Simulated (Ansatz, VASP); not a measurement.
## One calculation of B7Se, two programs

```
B Se
1.0
     4.59127    0.00000    0.00000
     0.00000    4.59127    0.00000
     0.00000    0.00000    4.59127
B Se
7 1
Direct
  0.76952 0.50000 0.50000
  0.23048 0.50000 0.50000
  0.50000 0.76952 0.50000
  0.50000 0.23048 0.50000
  0.50000 0.50000 0.76952
  0.50000 0.50000 0.23048
  0.50000 0.50000 0.50000
  0.00000 0.00000 0.00000
```

Alike in both runs: task single point; functional PBE; k mesh 4 × 4 × 4; occupations gaussian, width 0.1 eV; no spin polarisation.

|  | VASP | Ansatz |
| --- | --- | --- |
| version | VASP 6.6.1 | Ansatz 0.2.0 |
| potentials or method | VASP PAW PBE potentials, release 64 (B, Se), cutoff 520 eV | scalar-relativistic, plane waves, PAW |
| valence electrons in the cell | 27 | 37 |

Ansatz gave:

```
gap on the k mesh at the Fermi level (eV) : none
rms of the force components (eV/Å)        : 9.800
```

What did VASP give for the same quantities?

gap on the k mesh at the Fermi level (eV): none; rms of the force components (eV/Å): 9.958.

Atom by atom the forces differ by 0.159 eV/Å (rms over components). A gap of «none» marks a metal or a gap that the smearing closes. VASP's potentials hold 27 valence electrons a cell and Ansatz's 37, so a difference there can come from the potentials and not from the codes.
